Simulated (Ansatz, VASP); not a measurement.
# Si4P in VASP and in Ansatz

The input INCAR:

```
SYSTEM = Si4P
  ALGO = Normal
  EDIFF = 1E-6
  EDIFFG = -0.04
  ENCUT = 600
  GGA = PE
  IBRION = 2
  ISIF = 3
  ISMEAR = 0
  LASPH = .TRUE.
  LCHARG = .FALSE.
  LREAL = .FALSE.
  LWAVE = .FALSE.
  NELM = 80
  NSW = 90
  PREC = Accurate
  SIGMA = 0.1
```

KPOINTS

```
k-points
0
G
  6 6 4
  0 0 0
```

File POSCAR:

```
Si4P
1.0
    4.3559474500      0.0000000000      0.0000000000
   -2.1779737300      3.7723611500      0.0000000000
    0.0000000000      0.0000000000      5.5688026100
Si P
4 1
Direct
    0.3333333300      0.6666666700      0.0000000000
    0.6666666700      0.3333333300      0.0000000000
    0.0000000000      0.0000000000      0.2764229900
    0.0000000000      0.0000000000      0.7235770100
    0.0000000000      0.0000000000      0.0000000000
```

Input for Ansatz:

```yaml
crystal:
  lattice:
    - [4.35594745, 0.0, 0.0]
    - [-2.17797373, 3.77236115, 0.0]
    - [0.0, 0.0, 5.56880261]
  atoms:
    - { symbol: Si, position: [0.33333333, 0.66666667, 0.0] }
    - { symbol: Si, position: [0.66666667, 0.33333333, 0.0] }
    - { symbol: Si, position: [0.0, 0.0, 0.27642299] }
    - { symbol: Si, position: [0.0, 0.0, 0.72357701] }
    - { symbol: P, position: [0.0, 0.0, 0.0] }
basis:
  ecutwfc: 420
kpoints:
  mp_grid: { grid: [6, 6, 4] }
hamiltonian:
  xc: pbe
scf:
  occupations: { method: gaussian, width: 0.1 }
  lower_state_search: "off"
output:
  forces: true
  stress: true
  eigenvalues: true
relax:
  adjacent_minimum: "off"
  f_tol: 0.04
  max_steps: 70
  cell: { stress_tol: 0.4 }
```

Alike in both runs: task relaxation of cell and atoms; functional PBE; k mesh 6 × 6 × 4; occupations gaussian, width 0.1 eV; no spin polarisation.

|  | VASP | Ansatz |
| --- | --- | --- |
| version | VASP 6.6.1 | Ansatz 0.2.0 |
| potentials or method | VASP PAW PBE potentials, release 64 (Si, P), cutoff 600 eV | scalar-relativistic, plane waves, PAW |
| valence electrons in the cell | 21 | 21 |

|  | VASP | Ansatz | Ansatz less VASP |
| --- | --- | --- | --- |
| gap on the k mesh at the Fermi level, each at its own relaxed structure (eV) | none | none | - |
| relaxed volume (Å³/atom) | 22.91 | 22.95 | +0.040 |
| relaxed length of the cell vector where the two differ most in proportion (Å) | 4.419 | 4.422 | +0.0028 |

A gap of «none» marks a metal or a gap that the smearing closes.

Noted on VASP's run: the volume moved by over 15 % at a fixed basis, so the end points are rough.
